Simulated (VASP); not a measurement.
Here is a VASP 6.6.1 calculation.

Contents of INCAR:

```
PREC     = Accurate       # precision mode
ENCUT    = 520            # plane-wave cutoff, eV
EDIFF    = 1E-6           # SCF threshold, eV
ISMEAR   = 0              # smearing method
SIGMA    = 0.15           # smearing width, eV
LREAL    = False          # projectors in reciprocal space
LASPH    = True           # aspherical terms in the spheres
NELM     = 60             # most SCF steps
ALGO     = Fast           # electronic algorithm
ISIF     = 2              # what is computed and relaxed
LWAVE    = False          # write WAVECAR
LCHARG   = True           # write CHGCAR
GGA      = PS             # functional
LELF     = True           # ELF
LVHAR    = True         
NBANDS   = 20             # bands
```

KPOINTS

```
Automatic mesh
0
Gamma
  18 18 16
```

Contents of POSCAR:

```
Ga
1.0
    1.3775000000     -3.8617500000      0.0000000000
    1.3775000000      3.8617500000      0.0000000000
    0.0000000000      0.0000000000      3.3285000000
Ga
2
Direct
    0.8670000000      0.1330000000      0.2500000000
    0.1330000000      0.8670000000      0.7500000000
```

Potentials or basis: VASP PAW PBE potentials, release 64 (Ga_d).

Run with:

```bash
$ cat potpaw_PBE.64/Ga_d/POTCAR > POTCAR
$ mpirun -np 1 vasp_std > vasp.out
```

Question: Estimate the band gap on the k mesh.

Answer: Zero (bands 13 and 14 overlap by 8.63 eV).

Question: What does it give for the pressure?

Answer: 1.1 GPa.

Stress tensor (GPa, compression positive):
```
0.54 0.00 0.00
0.00 2.06 0.00
0.00 0.00 0.58
```

Caveat: the cell differs from its parent crystal (strain -0.050 along x and y, +0.050 along z); the PAW data sets were made with another functional, which shifts forces and pressure a little.
